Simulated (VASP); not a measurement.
Eu: single point with PBE

Eu:

```
Eu
1.0
     0.00000    2.42853    2.42853
     2.42853    0.00000    2.42853
     2.42853    2.42853    0.00000
Eu
1
Direct
  0.00000 0.00000 0.00000
```

This isn't the form of Eu at room conditions, which is bcc.

* Program: VASP 6.6.1
* Task: single point
* Functional: PBE
* Potentials or basis: VASP PAW PBE potentials, release 64 (Eu)
* Cutoff: 520 eV
* k mesh: 9 × 9 × 9
* Occupations: fermi-dirac, width 0.08 eV
* Spin: collinear spin, ferromagnetic start
* Starting moments: [7.0] μB

* Pressure: 10.5 GPa
* Net moment: 7.37 μB per cell
* Site moments: Eu +6.71 μB
* Valence electrons inside the program's atomic spheres: Eu 14.87

Levels at points of the mesh, in eV from the Fermi level:
Spin up:
| k point | band 9 | band 10 | band 11 | band 12 | band 13 | band 14 | band 15 | band 16 |
| --- | --- | --- | --- | --- | --- | --- | --- | --- |
| (0.00, 0.00, 0.00) | -0.61 | -0.35 | -0.35 | -0.35 | 1.98 | 1.98 | 1.98 | 4.92 |
Spin down:
| k point | band 2 | band 3 | band 4 | band 5 | band 6 | band 7 | band 8 | band 9 |
| --- | --- | --- | --- | --- | --- | --- | --- | --- |
| (0.00, 0.00, 0.00) | -17.12 | -17.12 | -17.12 | -3.57 | 3.30 | 3.30 | 3.30 | 3.44 |

It took 42 s on 1 thread of Intel(R) Xeon(R) Platinum 8559C (Emerald Rapids), on a shared host, peak memory 0.19 GiB.

Caveat: the cell stands under pressure; spin-orbit coupling is left out, which moves the levels of the heavy elements; semilocal functionals describe open f shells poorly, which spoils levels, moments and volumes. The state reached can hang on the start; a lower one may exist.
